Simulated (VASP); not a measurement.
A run of VASP 6.6.1:

Contents of INCAR:

```
ALGO = Normal ; EDIFF = 1E-6
ENCUT = 520 ; GGA = PS
ISIF = 2 ; ISMEAR = -1
LASPH = T ; LCHARG = F
LREAL = F ; LWAVE = F
NBANDS = 18 ; NELM = 80
PREC = Accurate ; SIGMA = 0.1
```

The input KPOINTS:

```
k-points
0
Gamma
  11 11 6
```

POSCAR

```
Au
1.0
    2.9287147387      0.0000000000      0.0000000000
   -1.4643573694      2.5363416965      0.0000000000
    0.0000000000      0.0000000000      4.9283199742
Au
2
Direct
    0.3333333333      0.6666666667      0.7500000000
    0.6666666667      0.3333333333      0.2500000000
```

Potentials or basis: VASP PAW PBE potentials, release 64 (Au).

Launch:

```bash
$ cat potpaw_PBE.64/Au/POTCAR > POTCAR
$ mpirun -np 1 vasp_std > vasp.out
```

Hardware: 1 thread of Intel Xeon 6975P-C, on a shared host.

**Question.** Estimate the wall time of this run.

**Answer.** Run time: 22 s on 1 thread of Intel Xeon 6975P-C, with other jobs on the host, peak memory 0.18 GiB. Counts: scf iterations 11, k points 64.
